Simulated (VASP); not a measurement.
# AlN (Fm-3m) in VASP: a series of runs

The runs below take AlN through vibrations by perturbation theory, dielectric tensor, with PBEsol, PBE, r2SCAN.

All numbers are computed with VASP 6.6.1; they aren't measurements. Logs are shortened: lines on timing, memory, paths and dates and some standing lists are left out, and cuts for length are marked.

### Step 1. The cell of the first run

It takes space group Fm-3m (No. 225, cubic). The conventional cell has a = 4.045 Å, b = 4.045 Å, c = 4.045 Å, α = 90.00°, β = 90.00°, γ = 90.00°. Al (site symmetry m-3m) has 6 N at 2.02 Å within 2.7 Å. N (site symmetry m-3m) has 6 Al at 2.02 Å within 2.7 Å.

### Step 2. Vibrations by perturbation theory, PBEsol

The input, INCAR:

```
PREC = Accurate ; ENCUT = 520
EDIFF = 1E-8 ; ISMEAR = 0
SIGMA = 0.01 ; LREAL = False
LASPH = True ; NELM = 60
ALGO = Normal ; ISIF = 2
LWAVE = False ; LCHARG = True
GGA = PS ; NBANDS = 11
IBRION = 8 ; NSW = 1
LEPSILON = True
```

The input, KPOINTS:

```
Automatic mesh
0
Gamma
  10 10 10
```

The input, POSCAR:

```
AlN
1.0
    0.0000000000      2.0226210824      2.0226210824
    2.0226210824      0.0000000000      2.0226210824
    2.0226210824      2.0226210824      0.0000000000
Al N
1 1
Direct
    0.0000000000      0.0000000000      0.0000000000
    0.5000000000      0.5000000000      0.5000000000
```

Potentials or basis: VASP PAW PBE potentials, release 64 (Al, N).

Started as:

```
> cat potpaw_PBE.64/Al/POTCAR potpaw_PBE.64/N/POTCAR > POTCAR
> mpirun -np 1 vasp_std > vasp.out
```

OUTCAR:

```text
PREC = Accurate
   ENCUT = 520
   EDIFF = 1E-8
   ISMEAR = 0
   LREAL = False
   LASPH = True
   NELM = 60
   ISIF = 2
   GGA = PS
   IBRION = 8
   NSW = 1
   LEPSILON = True

 ion  position               nearest neighbor table
   1  0.000  0.000  0.000-   2 2.02   2 2.02   2 2.02   2 2.02   2 2.02   2 2.02
   2  0.500  0.500  0.500-   1 2.02   1 2.02   1 2.02   1 2.02   1 2.02   1 2.02

  LATTYP: Found a face centered cubic cell.
 ALAT       =     4.0452421648

  Lattice vectors:

 A1 = (   0.0000000000,   2.0226210824,   2.0226210824)
 A2 = (   2.0226210824,   0.0000000000,   2.0226210824)
 A3 = (   2.0226210824,   2.0226210824,   0.0000000000)

Analysis of symmetry for initial positions (statically):
=====================================================================
 Subroutine PRICEL returns:
 Original cell was already a primitive cell.

 Routine SETGRP: Setting up the symmetry group for a
 face centered cubic supercell.

 Subroutine GETGRP returns: Found 48 space group operations
[... 9 lines left out ...]

 Routine SETGRP: Setting up the symmetry group for a
 face centered cubic supercell.

 Subroutine GETGRP returns: Found 48 space group operations
[... 11 lines left out ...]
                                     Primitive cell

  volume of cell :      16.5491

  direct lattice vectors                    reciprocal lattice vectors
     0.000000000  2.022621082  2.022621082    -0.247203989  0.247203989  0.247203989
     2.022621082  0.000000000  2.022621082     0.247203989 -0.247203989  0.247203989
     2.022621082  2.022621082  0.000000000     0.247203989  0.247203989 -0.247203989

  length of vectors
     2.860418166  2.860418166  2.860418166     0.428169869  0.428169869  0.428169869

  position of ions in fractional coordinates (direct lattice)
     0.000000000  0.000000000  0.000000000
     0.500000000  0.500000000  0.500000000

  ion indices of the primitive-cell ions
   primitive index   ion index
                 1           1
                 2           2

----------------------------------------------------------------------------------------

 KPOINTS: Automatic mesh

Automatic generation of k-mesh.
 Grid dimensions read from file:
 generate k-points for:   10   10   10

 Generating k-lattice:

  Cartesian coordinates                     Fractional coordinates (reciprocal lattice)
    -0.024720399  0.024720399  0.024720399     0.100000000  0.000000000  0.000000000
     0.024720399 -0.024720399  0.024720399     0.000000000  0.100000000  0.000000000
     0.024720399  0.024720399 -0.024720399     0.000000000  0.000000000  0.100000000

  Length of vectors
     0.042816987  0.042816987  0.042816987

  Shift w.r.t. Gamma in fractional coordinates (k-lattice)
     0.000000000  0.000000000  0.000000000

 Subroutine IBZKPT returns following result:
 ===========================================

 Found     47 irreducible k-points:

 Following reciprocal coordinates:
            Coordinates               Weight
  0.000000  0.000000  0.000000      1.000000
  0.100000  0.000000  0.000000      8.000000
  0.200000  0.000000  0.000000      8.000000
  0.300000  0.000000  0.000000      8.000000
  0.400000  0.000000  0.000000      8.000000
  0.500000  0.000000  0.000000      4.000000
[... 16 lines left out ...]
  0.300000  0.300000  0.000000      6.000000
  0.400000  0.300000  0.000000     24.000000
 [... further k-points ...]
   k-points           NKPTS =     47   k-points in BZ     NKDIM =     47   number of bands    NBANDS=     11
   number of dos      NEDOS =    301   number of ions     NIONS =      2
   total plane-waves  NPLWV =  13824
   dimension x,y,z NGX =    24 NGY =   24 NGZ =   24
   dimension x,y,z NGXF=    48 NGYF=   48 NGZF=   48
   ions per type =               1   1
   NGX,Y,Z   is equivalent  to a cutoff of  13.95, 13.95, 13.95 a.u.
   NGXF,Y,Z  is equivalent  to a cutoff of  27.90, 27.90, 27.90 a.u.
 SYSTEM =  unknown system
   PREC   = accura    normal or accurate (medium, high low for compatibility)
   ISTART =      0    job   : 0-new  1-cont  2-samecut
   ICHARG =      2    charge: 1-file 2-atom 10-const
   ISPIN  =      1    spin polarized calculation?
   LNONCOLLINEAR =      F non collinear calculations
   LSORBIT =      F    spin-orbit coupling
   LASPH  =      T    aspherical Exc in radial PAW
   ENCUT  =  520.0 eV  38.22 Ry    6.18 a.u.   5.32  5.32  5.32*2*pi/ulx,y,z
[... 405 lines left out ...]

 POSITION                                       TOTAL-FORCE (eV/Angst)
 -----------------------------------------------------------------------------------
      0.00000      0.00000      0.00000        -0.000000     -0.000000      0.000000
      2.02262      2.02262      2.02262         0.000000      0.000000      0.000000
 -----------------------------------------------------------------------------------
    total drift:                               -0.000000     -0.000000      0.000000

  FREE ENERGIE OF THE ION-ELECTRON SYSTEM (eV)
  ---------------------------------------------------
  free  energy   TOTEN  =       -15.4489036584 eV

  energy  without entropy=      -15.4489036584  energy(sigma->0) =      -15.44890366

 HEAD OF MICROSCOPIC STATIC DIELECTRIC TENSOR (INDEPENDENT PARTICLE, excluding Hartree and local field effects)
 ------------------------------------------------------
           5.349525    -0.000000    -0.000000
          -0.000000     5.349525     0.000000
          -0.000000     0.000000     5.349525
 ------------------------------------------------------

 Free energy of the ion-electron system (eV)
  ---------------------------------------------------
  ---------------------------------------------------
  free energy    TOTEN  =        -0.20436592 eV

  energy without entropy =       -0.20436592

------------------------ aborting loop because EDIFF is reached ----------------------------------------

--------------------------------------- Ionic step        2  -------------------------------------------

------------------------ aborting loop because EDIFF is reached ----------------------------------------

--------------------------------------- Ionic step        3  -------------------------------------------

------------------------ aborting loop because EDIFF is reached ----------------------------------------

 PIEZOELECTRIC TENSOR FIELD DIRECTION 3  (e Angst)
 -----------------------------------------------------------------------------
     0.00009  0.00000 -0.00000           ( -0.00001  0.00000 -0.00000)
     0.00000  0.00009 -0.00000           (  0.00000 -0.00001  0.00000)
    -0.00000  0.00000 -0.00046           ( -0.00000  0.00000 -0.00001)

 PIEZOELECTRIC TENSOR FIELD DIRECTION 3  (C/m^2)
 -----------------------------------------------------------------------------
     0.00008  0.00000 -0.00000
     0.00000  0.00008 -0.00000
    -0.00000  0.00000 -0.00045

--------------------------------------- Ionic step        4  -------------------------------------------

------------------------ aborting loop because EDIFF is reached ----------------------------------------

[... ionic steps 5 to 6 ...]

--------------------------------------- Ionic step        7  -------------------------------------------

 Free energy of the ion-electron system (eV)
  ---------------------------------------------------
  ---------------------------------------------------
  free energy    TOTEN  =        -0.23555304 eV

  energy without entropy =       -0.23555304

------------------------ aborting loop because EDIFF is reached ----------------------------------------

 INTERNAL STRAIN TENSOR  FOR ION    2  DIRECTION 1   (eV/Angst):
 -----------------------------------------------------------------------------
    -0.02200  0.00000 -0.00000
     0.00000  0.01453  0.00000
    -0.00000  0.00000  0.01453

 MACROSCOPIC STATIC DIELECTRIC TENSOR (including local field effects in DFT)
 ------------------------------------------------------
           5.161482    -0.000000    -0.000000
           0.000000     5.161482     0.000000
           0.000000     0.000000     5.161482
 ------------------------------------------------------

 PIEZOELECTRIC TENSOR (including local field effects)  for field in x, y, z        (e  Angst)
          XX          YY          ZZ          XY          YZ          ZX
  --------------------------------------------------------------------------------
  x     0.00000     0.00000     0.00000     0.00000     0.00000     0.00000
  y     0.00000     0.00000     0.00000     0.00000     0.00000     0.00000
  z     0.00000     0.00000     0.00000     0.00000     0.00000     0.00000

 PIEZOELECTRIC TENSOR (including local field effects)  for field in x, y, z        (C/m^2)
          XX          YY          ZZ          XY          YZ          ZX
  --------------------------------------------------------------------------------
  x     0.00000     0.00000     0.00000     0.00000     0.00000     0.00000
  y     0.00000     0.00000     0.00000     0.00000     0.00000     0.00000
  z     0.00000     0.00000     0.00000     0.00000     0.00000     0.00000

 BORN EFFECTIVE CHARGES (including local field effects) (in |e|, cummulative output)
 ---------------------------------------------------------------------------------
 ion    1
    1     2.95499     0.00000    -0.00000
    2     0.00000     2.95499    -0.00000
    3    -0.00000     0.00000     2.95499
 ion    2
    1    -2.95499    -0.00000     0.00000
    2    -0.00000    -2.95499     0.00000
    3     0.00000    -0.00000    -2.95499

 INTERNAL STRAIN TENSOR FOR ION    2 for displacements in x,y,z  (eV/Angst):
          X           Y           Z          XY          YZ          ZX
  --------------------------------------------------------------------------------
  x     0.00000     0.00000     0.00000     0.00000     0.00000     0.00000
  y     0.00000     0.00000     0.00000     0.00000     0.00000     0.00000
  z     0.00000     0.00000     0.00000     0.00000     0.00000     0.00000

 SECOND DERIVATIVES (NOT SYMMETRIZED)
 ------------------------------------
               1X          1Y          1Z          2X          2Y          2Z
  1X    -7.339766    0.000000    0.000000    7.339766    0.000000    0.000000
  1Y     0.000000   -7.339766    0.000000    0.000000    7.339766    0.000000
  1Z     0.000000    0.000000   -7.339766    0.000000    0.000000    7.339766
  2X     7.332452    0.000000    0.000000   -7.332452    0.000000    0.000000
  2Y     0.000000    7.332452    0.000000    0.000000   -7.332452    0.000000
  2Z     0.000000    0.000000    7.332452    0.000000    0.000000   -7.332452

 Eigenvectors and eigenvalues of the dynamical matrix
 ----------------------------------------------------

   1 f  =   13.945605 THz    87.622822 2PiTHz  465.175317 cm-1    57.674363 meV
             X         Y         Z           dx          dy          dz
      0.000000  0.000000  0.000000     0.000000   -0.584690   -0.000000
      2.022621  2.022621  2.022621     0.000000    0.811257   -0.000000
[... 21 lines left out ...]
   6 f/i=    0.003297 THz     0.020718 2PiTHz    0.109989 cm-1     0.013637 meV
             X         Y         Z           dx          dy          dz
      0.000000  0.000000  0.000000     0.141537   -0.792299   -0.101822
      2.022621  2.022621  2.022621     0.102009   -0.571026   -0.073385

--------------------------------------------------------------------------------------------------------

 MACROSCOPIC STATIC DIELECTRIC TENSOR IONIC CONTRIBUTION
 ------------------------------------------------------
          13.014809    -0.000000     0.000000
          -0.000000    13.014809     0.000000
           0.000000     0.000000    13.014809
 ------------------------------------------------------

 ELASTIC MODULI CONTR FROM IONIC RELAXATION (kBar)
 Direction    XX          YY          ZZ          XY          YZ          ZX
 --------------------------------------------------------------------------------
 XX           0.0000      0.0000      0.0000      0.0000      0.0000      0.0000
 YY           0.0000      0.0000      0.0000      0.0000      0.0000      0.0000
 ZZ           0.0000      0.0000      0.0000      0.0000      0.0000      0.0000
 XY           0.0000      0.0000      0.0000      0.0000      0.0000      0.0000
 YZ           0.0000      0.0000      0.0000      0.0000      0.0000      0.0000
 ZX           0.0000      0.0000      0.0000      0.0000      0.0000      0.0000
 --------------------------------------------------------------------------------

 PIEZOELECTRIC TENSOR IONIC CONTR  for field in x, y, z        (C/m^2)
          XX          YY          ZZ          XY          YZ          ZX
  --------------------------------------------------------------------------------
  x     0.00000     0.00000     0.00000     0.00000     0.00000     0.00000
  y     0.00000     0.00000     0.00000     0.00000     0.00000     0.00000
  z     0.00000     0.00000     0.00000     0.00000     0.00000     0.00000
```

Run time: 2 min. Hardware: 1 thread of AMD EPYC 7R13 (Zen 3), shared host; peak memory 0.15 GiB.

What came out:

```yaml
Electronic_dielectric_tensor_diagonal: 5.16
Born_charges_mean_of_the_diagonal: Al +2.95; N -2.95 e
Highest_phonon_frequency_at_Γ_LO-TO_splitting_left_out: 465 cm⁻¹
```

Phonon frequencies in cm⁻¹ (negative: imaginary):
```csv
q point,frequencies
"(0.000, 0.000, 0.000)",0 0 0 465 465 465
```

Electronic dielectric tensor:
```
5.16 0.00 0.00
0.00 5.16 0.00
0.00 0.00 5.16
```

Born effective charge tensors (e):
atom 1, Al
```
2.95 0.00 0.00
0.00 2.95 0.00
0.00 0.00 2.95
```
atom 2, N
```
-2.95  0.00  0.00
 0.00 -2.95  0.00
 0.00  0.00 -2.95
```

(Part 1 of 2 ends here.)
